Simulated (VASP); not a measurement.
# InAs (I4/mmm) in VASP: single point with PBEsol

Aim: the single point of InAs with PBEsol.

All numbers are computed with VASP 6.6.1; they aren't measurements. Logs are shortened: lines on timing, memory, paths and dates and some standing lists are left out, and cuts for length are marked.

## Step 1: The cell of the first run

The structure is tetragonal, space group I4/mmm (No. 139). Conventional cell: a = 4.069 Å, b = 4.069 Å, c = 5.409 Å, α = 90.00°, β = 90.00°, γ = 90.00°. In (site symmetry 4/mmm) has 6 As at 2.70 to 2.88 Å within 3.6 Å. As (site symmetry 4/mmm) has 6 In at 2.70 to 2.88 Å within 3.6 Å.

## Step 2: Single point, PBEsol (strain -0.0600 x Voigt [0, 0, 1, 0, 0, 0])

INCAR reads:

```
PREC = Accurate
ENCUT = 520
EDIFF = 1E-6
ISMEAR = 0
SIGMA = 0.15
LREAL = False
LASPH = True
NELM = 60
ALGO = Normal
ISIF = 2
LWAVE = False
LCHARG = False
GGA = PS
NBANDS = 16
```

KPOINTS reads:

```
Automatic mesh
0
Gamma
  14 14 14
```

POSCAR reads:

```
InAs
1.0
    0.0000000000      2.8773040000      2.7046657600
    2.8773040000      0.0000000000      2.7046657600
    2.8773040000      2.8773040000      0.0000000000
In As
1 1
Direct
    0.5000000000      0.5000000000      0.5000000000
    0.0000000000      0.0000000000      0.0000000000
```

Potentials or basis: VASP PAW PBE potentials, release 64 (In_d, As).

Run with:

```sh
$ cat potpaw_PBE.64/In_d/POTCAR potpaw_PBE.64/As/POTCAR > POTCAR
$ mpirun -np 1 vasp_std > vasp.out
```

OUTCAR:

```text
PREC = Accurate
   ENCUT = 520
   EDIFF = 1E-6
   ISMEAR = 0
   LREAL = False
   LASPH = True
   NELM = 60
   ISIF = 2
   GGA = PS

 ion  position               nearest neighbor table
   1  0.500  0.500  0.500-   2 2.70   2 2.70   2 2.88   2 2.88   2 2.88   2 2.88
   2  0.000  0.000  0.000-   1 2.70   1 2.70   1 2.88   1 2.88   1 2.88   1 2.88

  LATTYP: Found a body centered tetragonal cell.
 ALAT       =     4.0691223399
 C/A-ratio  =     1.3293607486

  Lattice vectors:

 A1 = (   0.0000000000,  -2.8773040000,  -2.7046657600)
 A2 = (   0.0000000000,   2.8773040000,  -2.7046657600)
 A3 = (   2.8773040000,   0.0000000000,   2.7046657600)

Analysis of symmetry for initial positions (statically):
=====================================================================
 Subroutine PRICEL returns:
 Original cell was already a primitive cell.

 Routine SETGRP: Setting up the symmetry group for a
 body centered tetragonal supercell.

 Subroutine GETGRP returns: Found 16 space group operations
 (whereof 16 operations were pure point group operations)
 out of a pool of 16 trial point group operations.

The static configuration has the point symmetry D_4h.

Analysis of symmetry for dynamics (positions and initial velocities):
=====================================================================
 Subroutine PRICEL returns:
 Original cell was already a primitive cell.

 Routine SETGRP: Setting up the symmetry group for a
 body centered tetragonal supercell.

 Subroutine GETGRP returns: Found 16 space group operations
 (whereof 16 operations were pure point group operations)
 out of a pool of 16 trial point group operations.

The dynamic configuration has the point symmetry D_4h.

 Subroutine INISYM returns: Found 16 space group operations
 (whereof 16 operations are pure point group operations),
 and found     1 'primitive' translations

----------------------------------------------------------------------------------------

                                     Primitive cell

  volume of cell :      44.7832

  direct lattice vectors                    reciprocal lattice vectors
     0.000000000  2.877304000  2.704665760    -0.173773783  0.173773783  0.184865726
     2.877304000  0.000000000  2.704665760     0.173773783 -0.173773783  0.184865726
     2.877304000  2.877304000  0.000000000     0.173773783  0.173773783 -0.184865726

  length of vectors
     3.948935956  3.948935956  4.069122340     0.307522344  0.307522344  0.307522344

  position of ions in fractional coordinates (direct lattice)
     0.500000000  0.500000000  0.500000000
     0.000000000  0.000000000  0.000000000

  ion indices of the primitive-cell ions
   primitive index   ion index
                 1           1
                 2           2

----------------------------------------------------------------------------------------

 KPOINTS: Automatic mesh

Automatic generation of k-mesh.
 Grid dimensions read from file:
 generate k-points for:   14   14   14

 Generating k-lattice:

  Cartesian coordinates                     Fractional coordinates (reciprocal lattice)
    -0.012412413  0.012412413  0.013204695     0.071428571  0.000000000  0.000000000
     0.012412413 -0.012412413  0.013204695     0.000000000  0.071428571  0.000000000
     0.012412413  0.012412413 -0.013204695     0.000000000  0.000000000  0.071428571

  Length of vectors
     0.021965882  0.021965882  0.021965882

  Shift w.r.t. Gamma in fractional coordinates (k-lattice)
     0.000000000  0.000000000  0.000000000

 Subroutine IBZKPT returns following result:
 ===========================================

 Found    244 irreducible k-points:

 Following reciprocal coordinates:
            Coordinates               Weight
  0.000000  0.000000  0.000000      1.000000
  0.071429  0.000000  0.000000      8.000000
  0.142857 -0.000000  0.000000      8.000000
  0.214286  0.000000  0.000000      8.000000
  0.285714  0.000000  0.000000      8.000000
  0.357143  0.000000  0.000000      8.000000
[... 16 lines left out ...]
  0.214286  0.142857  0.000000      8.000000
  0.285714  0.142857  0.000000      8.000000
 [... further k-points ...]
   k-points           NKPTS =    244   k-points in BZ     NKDIM =    244   number of bands    NBANDS=     16
   number of dos      NEDOS =    301   number of ions     NIONS =      2
   total plane-waves  NPLWV =  27000
   dimension x,y,z NGX =    30 NGY =   30 NGZ =   30
   dimension x,y,z NGXF=    60 NGYF=   60 NGZF=   60
   ions per type =               1   1
   NGX,Y,Z   is equivalent  to a cutoff of  12.63, 12.63, 12.26 a.u.
   NGXF,Y,Z  is equivalent  to a cutoff of  25.26, 25.26, 24.51 a.u.
 SYSTEM =  unknown system
   PREC   = accura    normal or accurate (medium, high low for compatibility)
   ISTART =      0    job   : 0-new  1-cont  2-samecut
   ICHARG =      2    charge: 1-file 2-atom 10-const
   ISPIN  =      1    spin polarized calculation?
   LNONCOLLINEAR =      F non collinear calculations
   LSORBIT =      F    spin-orbit coupling
   LASPH  =      T    aspherical Exc in radial PAW
   ENCUT  =  520.0 eV  38.22 Ry    6.18 a.u.   7.34  7.34  7.57*2*pi/ulx,y,z
   NELM   =     60;   NELMIN=  2; NELMDL= -5     # of ELM steps
   EDIFF  = 0.1E-05   stopping-criterion for ELM
   LREAL  =      F    real-space projection
   EDIFFG = 0.1E-04   stopping-criterion for IOM
   NSW    =      0    number of steps for IOM
   IBRION =     -1    ionic relax: 0-MD 1-quasi-New 2-CG
   NFREE  =      0    steps in history (QN), initial steepest desc. (CG)
   ISIF   =      2    stress and relaxation
   ISYM   =      2    0-nonsym 1-usesym 2-fastsym
   POTIM  = 0.5000    time-step for ionic-motion
   TEBEG  =    0.0;   TEEND  =   0.0 temperature during run
   PSTRESS=    0.0 pullay stress
   NELECT =      18.0000    total number of electrons
   NUPDOWN=      -1.0000    fix difference up-down
   EMIN   =  10.00;   EMAX   =-10.00  energy-range for DOS
   EFERMI =   0.00;   METHOD = LEGACY
   ISMEAR =     0;   SIGMA  =   0.15  broadening in eV -4-tet -1-fermi 0-gaus
   EFERMI_NEDOS =   21; number of points for ismear=-14 and -15
   IALGO  =     38    algorithm
   IMIX   =      4    mixing-type and parameters
     AMIX     =   0.40;   BMIX     =  1.00
     AMIX_MAG =   1.60;   BMIX_MAG =  1.00
  volume/ion in A,a.u.               =      22.39       151.11
  Fermi-wavevector in a.u.,A,eV,Ry     =   1.208168  2.283106 19.860012  1.459670
  Thomas-Fermi vector in A             =   2.343784
   LORBIT       =      0    0 simple, 1 ext, 2 COOP (PROOUT), +10 PAW based schemes
   GGA     = PS    functional components
   LHFCALC =     F    Hartree Fock is set to
   AEXX    =    0.0000 exact exchange contribution
   IVDW    =     0    specifies the selected vdW correction
   LEPSILON=     F    determine dielectric tensor
   LRPA    =     F    only Hartree local field effects (RPA)
 non-spin polarized calculation
 Gauss-broadening in eV      SIGMA  =   0.15
  energy-cutoff  :      520.00
  volume of cell :       44.78
 maximum number of plane-waves:      1225
 NGX is ok and might be reduce to    30
   NGX = 15   NGY = 15   NGZ = 15

 number of electron      17.9999995 magnetization

 Free energy of the ion-electron system (eV)
  ---------------------------------------------------
  ext. energy  EPLUGINS =         0.00000000
  ---------------------------------------------------
  free energy    TOTEN  =        -8.17271166 eV

  energy without entropy =       -8.15946776  energy(sigma->0) =       -8.16608971

 E-fermi :   6.4533     XC(G=0): -10.5292

 val. band max:        6.4531548298   @ k =   0.0714   0.0000   0.0000
 cond. band min:       6.4594250302   @ k =   0.0000   0.0000   0.0000
 fundamental gap:      0.0062702003
 Fermi energy:         6.4533077519

 k-point     1 :       0.0000    0.0000    0.0000
  band No.  band energies     occupation
      1      -7.8893      2.00000
      2      -7.8408      2.00000
      3      -7.8380      2.00000
      4      -7.8380      2.00000
      5      -7.8013      2.00000
      6      -6.0596      2.00000
[... 8 lines left out ...]
     15      13.9754      0.00000
     16      15.1452      0.00000

 k-point     2 :       0.0714    0.0000    0.0000
  band No.  band energies     occupation
      1      -7.8913      2.00000
      2      -7.8433      2.00000
      3      -7.8368      2.00000
      4      -7.8342      2.00000
      5      -7.8003      2.00000
      6      -6.0008      2.00000
[... 8 lines left out ...]
     15      14.0659      0.00000
     16      15.1944      0.00000

 k-point     3 :       0.1429   -0.0000    0.0000
  band No.  band energies     occupation
      1      -7.8976      2.00000
      2      -7.8514      2.00000
      3      -7.8342      2.00000
      4      -7.8224      2.00000
      5      -7.7968      2.00000
      6      -5.8262      2.00000
[... 8 lines left out ...]
     15      14.3138      0.00000
     16      14.7120      0.00000

 k-point     4 :       0.2143    0.0000    0.0000
  band No.  band energies     occupation
      1      -7.9082      2.00000
      2      -7.8632      2.00000
      3      -7.8324      2.00000
      4      -7.8052      2.00000
      5      -7.7895      2.00000
      6      -5.5424      2.00000
[... 8 lines left out ...]
     15      14.9702      0.00000
     16      15.0276      0.00000
[... 324 lines left out ...]
 k-point    22 :       0.1429    0.1429    0.0000
  band No.  band energies     occupation
      1      -7.9054      2.00000
      2      -7.8309      2.00000
      3      -7.8204      2.00000
      4      -7.8204      2.00000
      5      -7.8117      2.00000
      6      -5.7330      2.00000
[... 8 lines left out ...]
     15      15.8910      0.00000
     16      15.8910      0.00000

 k-point    23 :       0.2143    0.1429    0.0000
  band No.  band energies     occupation
      1      -7.9264      2.00000
      2      -7.8345      2.00000
      3      -7.8193      2.00000
      4      -7.8076      2.00000
      5      -7.8040      2.00000
      6      -5.4995      2.00000
[... 8 lines left out ...]
     15      16.3237      0.00000
     16      16.3293      0.00000

 k-point    24 :       0.2857    0.1429    0.0000
  band No.  band energies     occupation
      1      -7.9522      2.00000
      2      -7.8444      2.00000
      3      -7.8232      2.00000
      4      -7.7964      2.00000
      5      -7.7835      2.00000
      6      -5.1573      2.00000
[... 8 lines left out ...]
     15      16.7094      0.00000
     16      16.9673      0.00000

 [... further k-points ...]
[... 5 lines left out ...]
  --------------------------------------------------------------------------------------
  -------------------------------------------------------------------------------------
  Total       -0.3967311     -0.3967311      1.9748740      0.0000000      0.0000000      0.0000000
  in kB      -14.1935735    -14.1935735     70.6536941      0.0000000      0.0000000      0.0000000
  external PRESSURE =      14.0888490 kB  Pullay stress =       0.0000000 kB

 VOLUME and BASIS-vectors are now :
 -----------------------------------------------------------------------------
  energy-cutoff  :      520.00
  volume of cell :       44.78
      direct lattice vectors                 reciprocal lattice vectors
     0.000000000  2.877304000  2.704665760    -0.173773783  0.173773783  0.184865726
     2.877304000  0.000000000  2.704665760     0.173773783 -0.173773783  0.184865726
     2.877304000  2.877304000  0.000000000     0.173773783  0.173773783 -0.184865726

 POSITION                                       TOTAL-FORCE (eV/Angst)
 -----------------------------------------------------------------------------------
      2.87730      2.87730      2.70467         0.000000     -0.000000      0.000000
      0.00000      0.00000      0.00000        -0.000000      0.000000      0.000000
 -----------------------------------------------------------------------------------
    total drift:                                0.000000      0.000000      0.000000

  FREE ENERGIE OF THE ION-ELECTRON SYSTEM (eV)
  ---------------------------------------------------
  free  energy   TOTEN  =        -8.1727116644 eV

  energy  without entropy=       -8.1594677647  energy(sigma->0) =       -8.16608971
```

Run time: 3.9 min. Hardware: 1 thread of Intel Xeon 8259CL, shared host; peak memory 0.31 GiB.

Results:

```
Free energy            : -8.1727 eV
Pressure               : 1.4 GPa
Band gap on the k mesh : zero (bands 9 and 10 overlap by 3.03 eV)
```

Levels at points of the mesh, in eV from the Fermi level:
```csv
k point,band 5,band 6,band 7,band 8,band 9,band 10,band 11,band 12,band 13,band 14
"(0.00, 0.00, 0.00)",-14.25,-12.51,-0.64,-0.21,0.01,0.01,7.12,7.12,7.16,7.16
"(0.50, 0.00, 0.00)",-14.21,-10.66,-6.86,0.08,0.36,2.03,3.00,3.70,4.91,10.90
"(0.50, 0.50, 0.00)",-14.18,-9.25,-5.09,-3.22,-2.60,-2.60,3.53,9.50,9.50,10.78
"(0.50, 0.00, 0.50)",-14.18,-9.75,-5.09,-2.69,-2.68,-1.94,3.86,8.80,10.32,10.81
```

Caveat: the cell differs from its parent crystal (strain -0.0600 x Voigt [0, 0, 1, 0, 0, 0]); the stress differs along the axes, from -1 to 7 GPa; the PAW data sets were made with another functional, which shifts forces and pressure a little; spin-orbit coupling is left out, which moves the levels of the heavy elements.
